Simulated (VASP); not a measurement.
# HC18 in VASP: further runs, part 2 of 2

VASP 6.6.1. The steps go on from the part before.

## 3. Single point, PBE, collinear spin

INCAR

```
SYSTEM = HC18
ALGO = Normal
EDIFF = 1E-7
ENCUT = 520
GGA = PE
ISIF = 2
ISMEAR = 0
ISPIN = 2
LASPH = .TRUE.
LCHARG = .FALSE.
LORBIT = 11
LREAL = Auto
LWAVE = .FALSE.
MAGMOM = 0 0.09 0 0.09 0 0 0 0.08 0 0.09 0 0.08 0 0.08 0 0 0 0 0
NBANDS = 56
NELM = 150
PREC = Accurate
SIGMA = 0.05
```

KPOINTS

```
k-points
0
G
  2 2 1
  0 0 0
```

POSCAR

```
HC18
1.0
    7.3980000000      0.0000000000      0.0000000000
   -3.6990000000      6.4068560000      0.0000000000
    0.0000000000      0.0000000000     12.0000000000
C H
18 1
Direct
    0.0005016338     -0.0002914066      0.0792045000
    0.2224282817      0.1110755416      0.0744813333
   -0.0000825851      0.3335853030      0.0814733333
    0.2219458155      0.4445996601      0.0817143333
    0.0005004997      0.6680456061      0.0792006667
    0.2224268601      0.7786071671      0.0744729167
    0.3332507223      0.0002519176      0.0735464167
    0.5548959033      0.1110764781      0.0744755000
    0.3337949311      0.3330018655      0.0792075833
    0.5530964207      0.4399427738      0.0847914167
    0.3337922002      0.6680456061      0.0791919167
    0.5530907891      0.7804116403      0.0847679167
    0.6654568823     -0.0002895336      0.0791929167
    0.8889026885      0.1115561205      0.0817138333
    0.6654569295      0.3330028020      0.0792048333
    0.8889042550      0.4445987236      0.0817155000
    0.6665834945      0.6669196249      0.1139795000
    0.8935625367      0.7804075821      0.0847850000
    0.6665708116      0.6669542752      0.2078799167
```

Potentials or basis: VASP PAW PBE potentials, release 64 (C, H).

Run with:

```console
$ cat potpaw_PBE.64/C/POTCAR potpaw_PBE.64/H/POTCAR > POTCAR
$ mpirun -np 1 vasp_std > vasp.out
```

OUTCAR:

```text
SYSTEM = HC18
   EDIFF = 1E-7
   ENCUT = 520
   GGA = PE
   ISIF = 2
   ISMEAR = 0
   ISPIN = 2
   LASPH = .TRUE.
   LORBIT = 11
   LREAL = Auto
   NELM = 150
   PREC = Accurate

 ion  position               nearest neighbor table
   1  0.001  1.000  0.079-  18 1.41   2 1.42  14 1.43
   2  0.222  0.111  0.074-   7 1.42   9 1.42   1 1.42
   3  1.000  0.334  0.081-  16 1.42   4 1.42  14 1.42
   4  0.222  0.445  0.082-   3 1.42  11 1.43   9 1.43
   5  0.001  0.668  0.079-  18 1.41   6 1.42  16 1.43
   6  0.222  0.779  0.074-   7 1.42  11 1.42   5 1.42
[... 8 lines left out ...]
  15  0.665  0.333  0.079-  10 1.41   8 1.42  16 1.43
  16  0.889  0.445  0.082-   3 1.42   5 1.43  15 1.43
  17  0.667  0.667  0.114-  19 1.13  10 1.50  18 1.50  12 1.50
  18  0.894  0.780  0.085-   5 1.41   1 1.41  17 1.50
  19  0.667  0.667  0.208-  17 1.13

  LATTYP: Found a hexagonal cell.
 ALAT       =     7.3980000000
 C/A-ratio  =     1.6220600162

  Lattice vectors:

 A1 = (   7.3980000000,   0.0000000000,   0.0000000000)
 A2 = (  -3.6990000000,   6.4068560000,   0.0000000000)
 A3 = (   0.0000000000,   0.0000000000,  12.0000000000)

Analysis of symmetry for initial positions (statically):
=====================================================================
 Subroutine PRICEL returns:
 Original cell was already a primitive cell.

 Routine SETGRP: Setting up the symmetry group for a
 hexagonal supercell.

 Subroutine GETGRP returns: Found  1 space group operations
 (whereof  1 operations were pure point group operations)
 out of a pool of 24 trial point group operations.

The static configuration has the point symmetry C_1 .

Analysis of symmetry for dynamics (positions and initial velocities):
=====================================================================
 Subroutine PRICEL returns:
 Original cell was already a primitive cell.

 Routine SETGRP: Setting up the symmetry group for a
 hexagonal supercell.

 Subroutine GETGRP returns: Found  1 space group operations
 (whereof  1 operations were pure point group operations)
 out of a pool of 24 trial point group operations.

The dynamic configuration has the point symmetry C_1 .

Analysis of structural, dynamic, and magnetic symmetry:
=====================================================================
 Subroutine PRICEL returns:
 Original cell was already a primitive cell.

 Routine SETGRP: Setting up the symmetry group for a
 hexagonal supercell.

 Subroutine GETGRP returns: Found  1 space group operations
 (whereof  1 operations were pure point group operations)
 out of a pool of 24 trial point group operations.

The overall configuration has the point symmetry C_1 .

 Subroutine INISYM returns: Found  1 space group operations
 (whereof  1 operations are pure point group operations),
 and found     1 'primitive' translations

----------------------------------------------------------------------------------------

                                     Primitive cell

  volume of cell :     568.7750

  direct lattice vectors                    reciprocal lattice vectors
     7.398000000  0.000000000  0.000000000     0.135171668  0.078041398  0.000000000
[... 109 lines left out ...]
   PSTRESS=    0.0 pullay stress
   NELECT =      73.0000    total number of electrons
   NUPDOWN=      -1.0000    fix difference up-down
   EMIN   =  10.00;   EMAX   =-10.00  energy-range for DOS
   EFERMI =   0.00;   METHOD = LEGACY
   ISMEAR =     0;   SIGMA  =   0.05  broadening in eV -4-tet -1-fermi 0-gaus
   EFERMI_NEDOS =   21; number of points for ismear=-14 and -15
   IALGO  =     38    algorithm
   IMIX   =      4    mixing-type and parameters
     AMIX     =   0.40;   BMIX     =  1.00
     AMIX_MAG =   1.60;   BMIX_MAG =  1.00
  volume/ion in A,a.u.               =      29.94       202.01
  Fermi-wavevector in a.u.,A,eV,Ry     =   0.825789  1.560514  9.278180  0.681927
  Thomas-Fermi vector in A             =   1.937708
   LORBIT       =     11    0 simple, 1 ext, 2 COOP (PROOUT), +10 PAW based schemes
   GGA     = PE    functional components
   LHFCALC =     F    Hartree Fock is set to
   AEXX    =    0.0000 exact exchange contribution
   IVDW    =     0    specifies the selected vdW correction
   LEPSILON=     F    determine dielectric tensor
   LRPA    =     F    only Hartree local field effects (RPA)
 spin polarized calculation
 Gauss-broadening in eV      SIGMA  =   0.05
  energy-cutoff  :      520.00
  volume of cell :      568.78
 maximum number of plane-waves:     15363
 NGX is ok and might be reduce to    56
   NGX = 27   NGY = 27   NGZ = 45

 number of electron      73.0000000 magnetization       1.0000137

 Free energy of the ion-electron system (eV)
  ---------------------------------------------------
  ext. energy  EPLUGINS =         0.00000000
  ---------------------------------------------------
  free energy    TOTEN  =      -167.78170392 eV

  energy without entropy =     -167.78170169  energy(sigma->0) =     -167.78170281

 E-fermi :  -1.5910     XC(G=0):  -3.6636

 val. band max:       -1.7329638975   @ k =   0.0000   0.0000   0.0000
 cond. band min:      -1.4490364757   @ k =   0.0000   0.0000   0.0000
 fundamental gap:      0.2839274218
 Fermi energy:        -1.5910001482

 spin component 1

 k-point     1 :       0.0000    0.0000    0.0000
  band No.  band energies     occupation
      1     -21.1546      1.00000
      2     -18.6124      1.00000
      3     -18.6100      1.00000
      4     -18.6100      1.00000
      5     -18.5768      1.00000
      6     -18.5092      1.00000
[... 193 lines left out ...]
     47       4.0094      0.00000
     48       4.1201      0.00000
 Fermi energy:        -1.5910001482

 spin component 2

 k-point     1 :       0.0000    0.0000    0.0000
  band No.  band energies     occupation
      1     -21.0880      1.00000
      2     -18.5621      1.00000
      3     -18.5621      1.00000
      4     -18.5214      1.00000
      5     -18.4879      1.00000
      6     -18.4518      1.00000
[... 193 lines left out ...]
     47       4.0730      0.00000
     48       4.2282      0.00000
 [bands above 48 left out]

------------------------ aborting loop because EDIFF is reached ----------------------------------------

  FORCE on cell =-STRESS in cart. coord.  units (eV):
  Direction    XX          YY          ZZ          XY          YZ          ZX
  --------------------------------------------------------------------------------------
  -------------------------------------------------------------------------------------
  Total        3.3757976      3.3896700     -0.0751105     -0.0139440      0.0013796      0.0045254
  in kB        9.5092539      9.5483310     -0.2115781     -0.0392788      0.0038861      0.0127476
  external PRESSURE =       6.2820023 kB  Pullay stress =       0.0000000 kB

 VOLUME and BASIS-vectors are now :
 -----------------------------------------------------------------------------
  energy-cutoff  :      520.00
  volume of cell :      568.78
      direct lattice vectors                 reciprocal lattice vectors
     7.398000000  0.000000000  0.000000000     0.135171668  0.078041398  0.000000000
    -3.699000000  6.406856000  0.000000000     0.000000000  0.156082796  0.000000000
     0.000000000  0.000000000 12.000000000     0.000000000  0.000000000  0.083333333

 POSITION                                       TOTAL-FORCE (eV/Angst)
 -----------------------------------------------------------------------------------
     -3.69421      6.40499      0.95045        -0.000842      0.005670      0.002283
      1.23466      0.71165      0.89378        -0.005509     -0.000133     -0.000430
      6.16346      2.13723      0.97768         0.002969      0.002259      0.007165
     -0.00262      2.84849      0.98057         0.000610      0.007450      0.000764
     -2.46740      4.28007      0.95041         0.007240      0.001292      0.004120
     -1.23455      4.98842      0.89368         0.005667     -0.008449     -0.001576
[... 11 lines left out ...]
      3.72385      4.99996      1.01742        -0.018234     -0.005972     -0.003064
      2.46423      4.27308      2.49456         0.000471     -0.000405      0.028352
 -----------------------------------------------------------------------------------
    total drift:                               -0.000157      0.001104     -0.008937

  FREE ENERGIE OF THE ION-ELECTRON SYSTEM (eV)
  ---------------------------------------------------
  free  energy   TOTEN  =      -167.7817039191 eV

  energy  without entropy=     -167.7817016943  energy(sigma->0) =     -167.78170281

 total charge

# of ion       s       p       d       tot
------------------------------------------
    1        0.863   1.793   0.000   2.656
    2        0.864   1.790   0.000   2.654
    3        0.862   1.787   0.000   2.649
    4        0.860   1.780   0.000   2.640
    5        0.863   1.793   0.000   2.656
    6        0.864   1.790   0.000   2.654
[... 11 lines left out ...]
   18        0.862   1.772   0.000   2.634
   19        0.613   0.040   0.000   0.653
--------------------------------------------------
tot         16.108  32.198   0.000  48.307

 magnetization (x)

# of ion       s       p       d       tot
------------------------------------------
    1       -0.005  -0.059   0.000  -0.064
    2        0.004   0.058   0.000   0.062
    3       -0.005  -0.037   0.000  -0.041
    4        0.008   0.115   0.000   0.122
    5       -0.005  -0.059   0.000  -0.064
    6        0.004   0.058   0.000   0.062
[... 11 lines left out ...]
   18        0.009   0.123   0.000   0.132
   19        0.049  -0.001   0.000   0.048
--------------------------------------------------
tot          0.067   0.460   0.000   0.527
```

It took 16 min on 1 thread of Oxide Virtual Turin-like, shared host; peak memory 0.83 GiB.

What came out:

```
Free energy                                           : -167.7817 eV
Largest force                                         : 0.028 eV/Å
Band gap on the k mesh                                : 0.28 eV
Net moment                                            : 1.00 μB per cell
Site moments                                          : C -0.06, +0.06, -0.04, +0.12, -0.03, +0.13, -0.02 (each value once); H +0.05 μB
Valence electrons inside the program's atomic spheres : C 2.66, 2.65, 2.64, 2.63 (each value once); H 0.65
```

Forces on the atoms (eV/Å):
```
C   -0.001  0.006  0.002
C   -0.006  0.000  0.000
C    0.003  0.002  0.007
C    0.001  0.007  0.001
C    0.007  0.001  0.004
C    0.006 -0.008 -0.002
C   -0.002 -0.003 -0.016
C    0.001 -0.005 -0.002
C   -0.008  0.001  0.001
C    0.001  0.010 -0.004
C   -0.004 -0.002 -0.002
C    0.010 -0.005 -0.004
C   -0.002 -0.002  0.003
C    0.002 -0.002 -0.002
C    0.011 -0.002 -0.005
C    0.003  0.003  0.003
C   -0.004  0.006 -0.010
C   -0.018 -0.006 -0.003
H    0.000  0.000  0.028
```

Levels at points of the mesh, in eV from the valence-band top:
Spin up:
```csv
k point,band 33,band 34,band 35,band 36,band 37,band 38,band 39,band 40,band 41,band 42
"(0.00, 0.00, 0.00)",-2.89,-2.89,-1.84,-0.11,-0.11,0.28,2.22,3.27,4.19,4.89
"(0.50, 0.00, 0.00)",-2.59,-2.57,-2.52,-2.33,-0.11,1.94,2.55,2.57,2.63,3.77
"(0.00, 0.50, 0.00)",-2.59,-2.57,-2.52,-2.33,-0.11,1.94,2.55,2.57,2.63,3.77
"(0.50, 0.50, 0.00)",-2.59,-2.57,-2.52,-2.33,-0.11,1.94,2.55,2.57,2.63,3.77
```
Spin down:
| k point | band 33 | band 34 | band 35 | band 36 | band 37 | band 38 | band 39 | band 40 |
| --- | --- | --- | --- | --- | --- | --- | --- | --- |
| (0.00, 0.00, 0.00) | -2.85 | -2.85 | -1.66 | 0.00 | 0.44 | 0.44 | 2.42 | 3.38 |
| (0.50, 0.00, 0.00) | -2.45 | -2.41 | -2.40 | -2.22 | 0.50 | 2.04 | 2.69 | 2.76 |
| (0.00, 0.50, 0.00) | -2.45 | -2.41 | -2.40 | -2.22 | 0.50 | 2.04 | 2.69 | 2.76 |
| (0.50, 0.50, 0.00) | -2.45 | -2.41 | -2.40 | -2.22 | 0.50 | 2.04 | 2.69 | 2.76 |

Caveat: the k points lie up to 0.49 Å⁻¹ apart; there is no dipole correction, which matters where the two faces differ.
